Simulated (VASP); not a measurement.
# P (P6/mmm) in VASP: a series of runs

Runs on P. Level: PBE. Tasks: single point.

Everything below comes from runs of VASP 6.6.1. Logs are shortened: lines on timing, memory, paths and dates and some standing lists are left out, and cuts for length are marked.

## Step 1: The cell of the first run

The structure is hexagonal, space group P6/mmm (No. 191). Conventional cell: a = 4.334 Å, b = 4.334 Å, c = 2.443 Å, α = 90.00°, β = 90.00°, γ = 120.00°. Within 3.2 Å of P (site symmetry 6/mmm) lie 14 P at 2.44 to 2.78 Å. Within 3.2 Å of P (site symmetry -6m2) lie 11 P at 2.44 to 2.78 Å.

## Step 2: Single point, PBE (volume scaled by 0.92)

INCAR reads:

```
SYSTEM = P
  PREC = Accurate
  ENCUT = 520
  EDIFF = 1E-6
  ISMEAR = -1
  SIGMA = 0.1
  LREAL = .False.
  LASPH = .True.
  NELM = 100
  ALGO = Normal
  ISIF = 2
  LWAVE = .False.
  LCHARG = .False.
  GGA = PE
  NBANDS = 14
```

KPOINTS reads:

```
Automatic mesh
0
Gamma
  9 9 14
  0 0 0
```

POSCAR reads:

```
P
1.0
    4.3337636394      0.0000000000      0.0000000000
   -2.1668818197      3.7531494057      0.0000000000
    0.0000000000      0.0000000000      2.4429566265
P
3
Direct
    0.0000000000      0.0000000000      0.0000000000
    0.3333333333      0.6666666667      0.5000000000
    0.6666666667      0.3333333333      0.5000000000
```

Potentials or basis: VASP PAW PBE potentials, release 64 (P).

Run with:

```
$ cat potpaw_PBE.64/P/POTCAR > POTCAR
$ mpirun -np 1 vasp_std > vasp.out
```

OUTCAR:

```text
SYSTEM = P
   PREC = Accurate
   ENCUT = 520
   EDIFF = 1E-6
   ISMEAR = -1
   LREAL = .False.
   LASPH = .True.
   NELM = 100
   ISIF = 2
   GGA = PE

 ion  position               nearest neighbor table
   1  0.000  0.000  0.000-   2 2.78   3 2.78   2 2.78   3 2.78   2 2.78   2 2.78   3 2.78   3 2.78
                             3 2.78   3 2.78   2 2.78   2 2.78
   2  0.333  0.667  0.500-   3 2.50   3 2.50   3 2.50   1 2.78   1 2.78   1 2.78   1 2.78   1 2.78
                             1 2.78
   3  0.667  0.333  0.500-   2 2.50   2 2.50   2 2.50   1 2.78   1 2.78   1 2.78   1 2.78   1 2.78
                             1 2.78

  LATTYP: Found a hexagonal cell.
 ALAT       =     4.3337636394
 C/A-ratio  =     0.5637032450

  Lattice vectors:

 A1 = (   4.3337636394,   0.0000000000,   0.0000000000)
 A2 = (  -2.1668818197,   3.7531494057,   0.0000000000)
 A3 = (   0.0000000000,   0.0000000000,   2.4429566265)

Analysis of symmetry for initial positions (statically):
=====================================================================
 Subroutine PRICEL returns:
 Original cell was already a primitive cell.

 Routine SETGRP: Setting up the symmetry group for a
 hexagonal supercell.

 Subroutine GETGRP returns: Found 24 space group operations
 (whereof 24 operations were pure point group operations)
 out of a pool of 24 trial point group operations.

The static configuration has the point symmetry D_6h.

Analysis of symmetry for dynamics (positions and initial velocities):
=====================================================================
 Subroutine PRICEL returns:
 Original cell was already a primitive cell.

 Routine SETGRP: Setting up the symmetry group for a
 hexagonal supercell.

 Subroutine GETGRP returns: Found 24 space group operations
 (whereof 24 operations were pure point group operations)
 out of a pool of 24 trial point group operations.

The dynamic configuration has the point symmetry D_6h.

 Subroutine INISYM returns: Found 24 space group operations
 (whereof 24 operations are pure point group operations),
 and found     1 'primitive' translations

----------------------------------------------------------------------------------------

                                     Primitive cell

  volume of cell :      39.7353

  direct lattice vectors                    reciprocal lattice vectors
     4.333763639  0.000000000  0.000000000     0.230746317  0.133221448  0.000000000
    -2.166881820  3.753149406  0.000000000     0.000000000  0.266442897  0.000000000
     0.000000000  0.000000000  2.442956627     0.000000000  0.000000000  0.409340055

  length of vectors
     4.333763639  4.333763639  2.442956627     0.266442897  0.266442897  0.409340055

  position of ions in fractional coordinates (direct lattice)
     0.000000000  0.000000000  0.000000000
     0.333333333  0.666666667  0.500000000
     0.666666667  0.333333333  0.500000000

  ion indices of the primitive-cell ions
   primitive index   ion index
                 1           1
                 2           2
                 3           3

----------------------------------------------------------------------------------------

 KPOINTS: Automatic mesh

Automatic generation of k-mesh.
 Grid dimensions read from file:
 generate k-points for:    9    9   14

 Generating k-lattice:

  Cartesian coordinates                     Fractional coordinates (reciprocal lattice)
     0.025638480  0.014802383  0.000000000     0.111111111 -0.000000000  0.000000000
     0.000000000  0.029604766  0.000000000     0.000000000  0.111111111  0.000000000
     0.000000000  0.000000000  0.029238575     0.000000000  0.000000000  0.071428571

  Length of vectors
     0.029604766  0.029604766  0.029238575

  Shift w.r.t. Gamma in fractional coordinates (k-lattice)
     0.000000000  0.000000000  0.000000000

 Subroutine IBZKPT returns following result:
 ===========================================

 Found     96 irreducible k-points:

 Following reciprocal coordinates:
            Coordinates               Weight
  0.000000  0.000000  0.000000      1.000000
  0.111111  0.000000  0.000000      6.000000
  0.222222  0.000000  0.000000      6.000000
  0.333333  0.000000  0.000000      6.000000
  0.444444  0.000000  0.000000      6.000000
  0.111111  0.111111  0.000000      6.000000
[... 16 lines left out ...]
  0.333333  0.222222  0.071429     24.000000
  0.333333  0.333333  0.071429      4.000000
 [... further k-points ...]
   k-points           NKPTS =     96   k-points in BZ     NKDIM =     96   number of bands    NBANDS=     14
   number of dos      NEDOS =    301   number of ions     NIONS =      3
   total plane-waves  NPLWV =  18432
   dimension x,y,z NGX =    32 NGY =   32 NGZ =   18
   dimension x,y,z NGXF=    64 NGYF=   64 NGZF=   36
   ions per type =               3
   NGX,Y,Z   is equivalent  to a cutoff of  12.28, 12.28, 12.25 a.u.
   NGXF,Y,Z  is equivalent  to a cutoff of  24.55, 24.55, 24.50 a.u.
 SYSTEM =  P
   PREC   = accura    normal or accurate (medium, high low for compatibility)
   ISTART =      0    job   : 0-new  1-cont  2-samecut
   ICHARG =      2    charge: 1-file 2-atom 10-const
   ISPIN  =      1    spin polarized calculation?
   LNONCOLLINEAR =      F non collinear calculations
   LSORBIT =      F    spin-orbit coupling
   LASPH  =      T    aspherical Exc in radial PAW
   ENCUT  =  520.0 eV  38.22 Ry    6.18 a.u.   8.06  8.06  4.54*2*pi/ulx,y,z
   NELM   =    100;   NELMIN=  2; NELMDL= -5     # of ELM steps
   EDIFF  = 0.1E-05   stopping-criterion for ELM
   LREAL  =      F    real-space projection
   EDIFFG = 0.1E-04   stopping-criterion for IOM
   NSW    =      0    number of steps for IOM
   IBRION =     -1    ionic relax: 0-MD 1-quasi-New 2-CG
   NFREE  =      0    steps in history (QN), initial steepest desc. (CG)
   ISIF   =      2    stress and relaxation
   ISYM   =      2    0-nonsym 1-usesym 2-fastsym
   POTIM  = 0.5000    time-step for ionic-motion
   TEBEG  =    0.0;   TEEND  =   0.0 temperature during run
   PSTRESS=    0.0 pullay stress
   NELECT =      15.0000    total number of electrons
   NUPDOWN=      -1.0000    fix difference up-down
   EMIN   =  10.00;   EMAX   =-10.00  energy-range for DOS
   EFERMI =   0.00;   METHOD = LEGACY
   ISMEAR =    -1;   SIGMA  =   0.10  broadening in eV -4-tet -1-fermi 0-gaus
   EFERMI_NEDOS =   21; number of points for ismear=-14 and -15
   IALGO  =     38    algorithm
   IMIX   =      4    mixing-type and parameters
     AMIX     =   0.40;   BMIX     =  1.00
     AMIX_MAG =   1.60;   BMIX_MAG =  1.00
  volume/ion in A,a.u.               =      13.25        89.38
  Fermi-wavevector in a.u.,A,eV,Ry     =   1.183168  2.235863 19.046603  1.399886
  Thomas-Fermi vector in A             =   2.319407
   LORBIT       =      0    0 simple, 1 ext, 2 COOP (PROOUT), +10 PAW based schemes
   GGA     = PE    functional components
   LHFCALC =     F    Hartree Fock is set to
   AEXX    =    0.0000 exact exchange contribution
   IVDW    =     0    specifies the selected vdW correction
   LEPSILON=     F    determine dielectric tensor
   LRPA    =     F    only Hartree local field effects (RPA)
 non-spin polarized calculation
  energy-cutoff  :      520.00
  volume of cell :       39.74
 maximum number of plane-waves:      1092
   NGX = 17   NGY = 17   NGZ =  9

 number of electron      14.9999998 magnetization

 Free energy of the ion-electron system (eV)
  ---------------------------------------------------
  ext. energy  EPLUGINS =         0.00000000
  ---------------------------------------------------
  free energy    TOTEN  =       -13.96322758 eV

  energy without entropy =      -13.91195861  energy(sigma->0) =      -13.93759309

 E-fermi :  11.1215     XC(G=0): -11.8789

 val. band max:       11.0967199798   @ k =   0.3333   0.1111   0.1429
 cond. band min:      11.1403392240   @ k =   0.4444   0.0000   0.1429
 fundamental gap:      0.0436192442
 Fermi energy:        11.1214818176

 k-point     1 :       0.0000    0.0000    0.0000
  band No.  band energies     occupation
      1      -6.2029      2.00000
      2       1.7895      2.00000
      3       1.8365      2.00000
      4       4.6764      2.00000
      5       4.6764      2.00000
      6       4.9382      2.00000
      7       4.9382      2.00000
      8      15.3209      0.00000
      9      18.1590      0.00000
     10      18.1820      0.00000
     11      18.1820      0.00000
     12      20.3849      0.00000
     13      20.4463      0.00000
     14      22.5144      0.00000

 k-point     2 :       0.1111    0.0000    0.0000
  band No.  band energies     occupation
      1      -6.0797      2.00000
      2       1.0833      2.00000
      3       1.4189      2.00000
      4       3.8528      2.00000
      5       4.6857      2.00000
      6       5.9911      2.00000
      7       6.4822      2.00000
      8      15.4223      0.00000
      9      17.0830      0.00000
     10      17.7574      0.00000
     11      18.4105      0.00000
     12      20.1912      0.00000
     13      20.2874      0.00000
     14      22.5911      0.00000

 k-point     3 :       0.2222    0.0000    0.0000
  band No.  band energies     occupation
      1      -5.7109      2.00000
      2      -0.3956      2.00000
      3       0.8560      2.00000
      4       3.1441      2.00000
      5       5.7596      2.00000
      6       7.3847      2.00000
      7       8.7220      2.00000
      8      15.1546      0.00000
      9      15.7247      0.00000
     10      16.5037      0.00000
     11      18.6674      0.00000
     12      19.5499      0.00000
     13      20.0155      0.00000
     14      22.4115      0.00000

 k-point     4 :       0.3333    0.0000    0.0000
  band No.  band energies     occupation
      1      -5.0988      2.00000
      2      -1.8665      2.00000
      3       0.4333      2.00000
      4       2.6690      2.00000
      5       7.2575      2.00000
      6       8.9892      2.00000
      7      11.1550      0.83383
      8      13.0356      0.00000
      9      14.7033      0.00000
     10      16.2216      0.00000
     11      18.6546      0.00000
     12      18.8735      0.00000
     13      19.7821      0.00000
     14      21.5572      0.00000

 k-point     5 :       0.4444    0.0000    0.0000
  band No.  band energies     occupation
      1      -4.2482      2.00000
      2      -3.1633      2.00000
      3       0.2138      2.00000
      4       2.4310      2.00000
      5       9.0029      2.00000
      6      10.7715      1.94134
      7      10.9602      1.66764
      8      12.7388      0.00000
      9      13.3624      0.00000
     10      16.8989      0.00000
     11      17.7305      0.00000
[... 276 lines left out ...]
 k-point    22 :       0.2222    0.2222    0.0714
  band No.  band energies     occupation
      1      -4.6131      2.00000
      2      -1.4441      2.00000
      3      -1.3807      2.00000
      4       5.2782      2.00000
      5       5.4786      2.00000
      6      11.3159      0.25028
      7      11.5602      0.02458
      8      11.5982      0.01686
      9      14.7764      0.00000
     10      15.6761      0.00000
     11      17.3272      0.00000
     12      17.6686      0.00000
     13      20.0528      0.00000
     14      20.5223      0.00000

 k-point    23 :       0.3333    0.2222    0.0714
  band No.  band energies     occupation
      1      -3.7670      2.00000
      2      -2.6908      2.00000
      3      -1.6454      2.00000
      4       5.1617      2.00000
      5       7.1681      2.00000
      6       9.1791      2.00000
      7      13.0997      0.00000
      8      13.6189      0.00000
      9      14.7033      0.00000
     10      15.5645      0.00000
     11      16.5355      0.00000
     12      17.3404      0.00000
     13      18.8751      0.00000
     14      19.8137      0.00000

 k-point    24 :       0.3333    0.3333    0.0714
  band No.  band energies     occupation
      1      -2.8457      2.00000
      2      -2.8457      2.00000
      3      -2.7394      2.00000
      4       6.8492      2.00000
      5       7.1864      2.00000
      6       7.1864      2.00000
      7      14.1941      0.00000
      8      14.1941      0.00000
      9      14.9861      0.00000
     10      16.3254      0.00000
     11      16.5536      0.00000
     12      16.5536      0.00000
     13      18.7275      0.00000
     14      18.8854      0.00000

 [... further k-points ...]

------------------------ aborting loop because EDIFF is reached ----------------------------------------

  FORCE on cell =-STRESS in cart. coord.  units (eV):
  Direction    XX          YY          ZZ          XY          YZ          ZX
  --------------------------------------------------------------------------------------
  -------------------------------------------------------------------------------------
  Total        2.1360343      2.1360343      2.3998519      0.0000000      0.0000000      0.0000000
  in kB       86.1275272     86.1275272     96.7649754      0.0000000      0.0000000      0.0000000
  external PRESSURE =      89.6733433 kB  Pullay stress =       0.0000000 kB

 VOLUME and BASIS-vectors are now :
 -----------------------------------------------------------------------------
  energy-cutoff  :      520.00
  volume of cell :       39.74
      direct lattice vectors                 reciprocal lattice vectors
     4.333763639  0.000000000  0.000000000     0.230746317  0.133221448  0.000000000
    -2.166881820  3.753149406  0.000000000     0.000000000  0.266442897  0.000000000
     0.000000000  0.000000000  2.442956627     0.000000000  0.000000000  0.409340055

 POSITION                                       TOTAL-FORCE (eV/Angst)
 -----------------------------------------------------------------------------------
      0.00000      0.00000      0.00000         0.000000      0.000000      0.000000
     -0.00000      2.50210      1.22148        -0.000000      0.000000     -0.000000
      2.16688      1.25105      1.22148        -0.000000     -0.000000      0.000000
 -----------------------------------------------------------------------------------
    total drift:                               -0.000000      0.000000      0.000000

  FREE ENERGIE OF THE ION-ELECTRON SYSTEM (eV)
  ---------------------------------------------------
  free  energy   TOTEN  =       -13.9632275773 eV

  energy  without entropy=      -13.9119586084  energy(sigma->0) =      -13.93759309
```

It took 16 s on 1 thread of AMD EPYC 9R45 (Zen 5), shared host; peak memory 0.14 GiB.

Results:

```yaml
Free_energy: -13.9632 eV
Pressure: 9.0 GPa
```

Stress tensor (GPa, compression positive):
```
8.61 0.00 0.00
0.00 8.61 0.00
0.00 0.00 9.68
```

Caveat: the cell differs from its parent crystal (volume scaled by 0.92).

## Step 3: Single point, PBE (volume scaled by 0.96)

INCAR reads:

```
PREC = Accurate
ENCUT = 520
EDIFF = 1E-7
ISMEAR = -1
SIGMA = 0.1
LREAL = F
LASPH = T
NELM = 60
ALGO = Normal
ISIF = 2
LWAVE = F
LCHARG = F
GGA = PE
NBANDS = 14
```

KPOINTS reads:

```
regular mesh
0
Gamma
  9 9 14
```

POSCAR reads:

```
P
1.0
    4.3956829142      0.0000000000      0.0000000000
   -2.1978414571      3.8067730706      0.0000000000
    0.0000000000      0.0000000000      2.4778607226
P
3
Direct
    0.0000000000      0.0000000000      0.0000000000
    0.3333333333      0.6666666667      0.5000000000
    0.6666666667      0.3333333333      0.5000000000
```

Potentials or basis: VASP PAW PBE potentials, release 64 (P).

Run with:

```
$ cat potpaw_PBE.64/P/POTCAR > POTCAR
$ mpirun -np 1 vasp_std > vasp.out
```

Run time: 25 s. Hardware: 1 thread of AMD EPYC 9R45 (Zen 5), shared host; peak memory 0.15 GiB.

It converged, with:

| Property | Result |
| --- | --- |
| Free energy | -14.0319 eV |
| Pressure | 3.8 GPa |

Stress tensor (GPa, compression positive):
```
3.93 0.00 0.00
0.00 3.93 0.00
0.00 0.00 3.69
```

Levels at points of the mesh, in eV from the Fermi level:
```
           k point  band 6  band 7  band 8  band 9  band 10  band 11
(0.00, 0.00, 0.00)   -5.88   -5.88    4.02    6.67     6.67     7.03
(0.00, 0.00, 0.50)   -3.46   -2.69   -2.69   -0.75    -0.75    -0.13
```

Caveat: the cell differs from its parent crystal (volume scaled by 0.96).

## Step 4: Single point, PBE

This run uses another cell than the first one, of 14.40 Å³/atom, 1.087 times its volume.

INCAR reads:

```
SYSTEM = P
  PREC = Accurate
  ENCUT = 520
  EDIFF = 1E-6
  ISMEAR = -1
  SIGMA = 0.1
  LREAL = .False.
  LASPH = .True.
  NELM = 80
  ALGO = Normal
  ISIF = 2
  LWAVE = .False.
  LCHARG = .False.
  GGA = PE
  NBANDS = 14
```

KPOINTS reads:

```
regular mesh
0
Gamma
  9 9 14
  0 0 0
```

POSCAR reads:

```
P
1.0
    4.4559052321      0.0000000000      0.0000000000
   -2.2279526161      3.8589271278      0.0000000000
    0.0000000000      0.0000000000      2.5118082386
P
3
Direct
    0.0000000000      0.0000000000      0.0000000000
    0.3333333333      0.6666666667      0.5000000000
    0.6666666667      0.3333333333      0.5000000000
```

Run with:

```
$ cat potpaw_PBE.64/P/POTCAR > POTCAR
$ mpirun -np 1 vasp_std > vasp.out
```

Wall time 23 s (1 thread of AMD EPYC 9R45 (Zen 5), shared host); peak memory 0.15 GiB.

Results (log left out):

```yaml
Free_energy: -14.0504 eV
Pressure: -0.3 GPa
```

Stress tensor (GPa, compression positive):
```
 0.06  0.00  0.00
 0.00  0.06  0.00
 0.00  0.00 -1.16
```

Levels at points of the mesh, in eV from the Fermi level:
```tsv
k point	band 6	band 7	band 8	band 9	band 10	band 11
(0.00, 0.00, 0.00)	-5.61	-5.61	3.85	6.31	6.31	7.02
(0.00, 0.00, 0.50)	-3.34	-2.58	-2.58	-0.68	-0.68	0.00
```

## Step 5: Single point, PBE (volume scaled by 1.04)

INCAR reads:

```
PREC = Accurate
ENCUT = 520
EDIFF = 1E-6
ISMEAR = -1
SIGMA = 0.1
LREAL = False
LASPH = True
NELM = 100
ALGO = Normal
ISIF = 2
LWAVE = False
LCHARG = False
GGA = PE
NBANDS = 14
```

KPOINTS reads:

```
regular mesh
0
Gamma
  9 9 14
```

POSCAR reads:

```
P
1.0
    4.5145422884      0.0000000000      0.0000000000
   -2.2572711442      3.9097083082      0.0000000000
    0.0000000000      0.0000000000      2.5448621375
P
3
Direct
    0.0000000000      0.0000000000      0.0000000000
    0.3333333333      0.6666666667      0.5000000000
    0.6666666667      0.3333333333      0.5000000000
```

Run with:

```
$ cat potpaw_PBE.64/P/POTCAR > POTCAR
$ mpirun -np 1 vasp_std > vasp.out
```

Run time: 24 s. Hardware: 1 thread of AMD EPYC 9R45 (Zen 5), shared host; peak memory 0.15 GiB.

It converged, with:

| Quantity | Value |
| --- | --- |
| Free energy | -14.0280 eV |
| Pressure | -3.8 GPa |

Stress tensor (GPa, compression positive):
```
-3.14  0.00  0.00
 0.00 -3.14  0.00
 0.00  0.00 -5.03
```

Levels at points of the mesh, in eV from the Fermi level:
```tsv
k point	band 4	band 5	band 6	band 7	band 8	band 9	band 10	band 11	band 12	band 13
(0.00, 0.00, 0.00)	-5.62	-5.62	-5.35	-5.35	3.69	5.99	5.99	7.02	7.88	7.93
(0.00, 0.00, 0.50)	-3.82	-3.58	-3.23	-2.47	-2.47	-0.61	-0.61	0.12	0.12	3.02
```

Caveat: the cell differs from its parent crystal (volume scaled by 1.04).

## Step 6: Summary

```tsv
cell	gap on the mesh (eV)	pressure (GPa)
a = 4.334, b = 4.334, c = 2.443 Å, angles 90.0, 90.0, 120.0°, 3 atoms	none	9.0
a = 4.396, b = 4.396, c = 2.478 Å, angles 90.0, 90.0, 120.0°, 3 atoms	none	3.8
a = 4.456, b = 4.456, c = 2.512 Å, angles 90.0, 90.0, 120.0°, 3 atoms	none	-0.3
a = 4.515, b = 4.515, c = 2.545 Å, angles 90.0, 90.0, 120.0°, 3 atoms	none	-3.8
```

Alike in all rows: task single point; level PBE; potentials or basis VASP PAW PBE potentials, release 64 (P); no spin polarisation; k mesh 9 × 9 × 14; cutoff (eV) 520; smearing fermi-dirac 0.1 eV.

Absolute energies hang on the potentials; compare differences alone.
